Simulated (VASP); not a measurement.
The system is AlOsC4N4.

```xyz
10
Lattice="5.8081 0.0000 0.0000 0.0000 5.8081 0.0000 0.0000 0.0000 5.8081" Properties=species:S:1:pos:R:3 pbc="T T T"
Al    0.0000    0.0000    0.0000
Os    2.9041    2.9041    2.9041
C     1.0825    1.0825    1.0825
C     1.0825    4.7256    4.7256
C     4.7256    1.0825    4.7256
C     4.7256    4.7256    1.0825
N     1.7580    1.7580    1.7580
N     1.7580    4.0501    4.0501
N     4.0501    1.7580    4.0501
N     4.0501    4.0501    1.7580
```

```yaml
Program: VASP 6.6.1
Task: relaxation of cell and atoms
Functional: PBE
Potentials_or_basis: VASP PAW PBE potentials, release 64 (Al, Os, C, N)
Cutoff: 600 eV
k_mesh: 4 × 4 × 4
Occupations: gaussian, width 0.1 eV
Spin: collinear spin
Starting_moments: "[0.0, 1.0, 0.0, 0.0, 0.0, 0.0, 0.0, 0.0, 0.0, 0.0] μB"
```

At the start: pressure 4.2 GPa; volume 19.59 Å³/atom.

**Question.** How do energy, volume and symmetry change on relaxing?

**Answer.** Over 12 steps the energy falls by 27.4 meV/atom and the volume is 20.54 Å³/atom (+4.8 %); space group P-43m (No. 215, to 0.1 Å) before and after; moment 2.99 μB per cell.

Step by step:
| step | energy change (eV) | largest force (eV/Å) | pressure (GPa) | volume (Å³) |
| --- | --- | --- | --- | --- |
| 1 | 0.0000 | 1.2970 | 4.24 | 195.94 |
| 2 | 0.3972 | 5.2736 | -6.70 | 211.03 |
| 3 | -0.1113 | 2.2537 | 0.28 | 200.46 |
| 4 | -0.2592 | 0.5750 | -0.46 | 205.96 |
| 5 | -0.2664 | 0.1338 | -0.60 | 207.47 |
| 6 | -0.2664 | 0.1454 | -0.61 | 207.61 |
| 7 | -0.2694 | 0.1661 | -0.41 | 207.08 |
| 8 | -0.2733 | 0.2142 | 0.11 | 205.77 |
| 9 | -0.2735 | 0.2304 | -0.18 | 205.50 |
| 10 | -0.2741 | 0.0655 | -0.05 | 205.62 |
| 11 | -0.2743 | 0.0531 | -0.02 | 205.53 |
| 12 | -0.2744 | 0.0358 | 0.02 | 205.41 |

Final structure:
```yaml
crystal:
  lattice:
    - [5.90027, 0.00000, 0.00000]
    - [0.00000, 5.90027, 0.00000]
    - [0.00000, 0.00000, 5.90027]
  atoms:
    - { symbol: Al, position: [0.00000, 0.00000, 0.00000] }
    - { symbol: Os, position: [0.50000, 0.50000, 0.50000] }
    - { symbol: C, position: [0.19152, 0.19152, 0.19152] }
    - { symbol: C, position: [0.19152, 0.80848, 0.80848] }
    - { symbol: C, position: [0.80848, 0.19152, 0.80848] }
    - { symbol: C, position: [0.80848, 0.80848, 0.19152] }
    - { symbol: N, position: [0.30711, 0.30711, 0.30711] }
    - { symbol: N, position: [0.30711, 0.69289, 0.69289] }
    - { symbol: N, position: [0.69289, 0.30711, 0.69289] }
    - { symbol: N, position: [0.69289, 0.69289, 0.30711] }
```
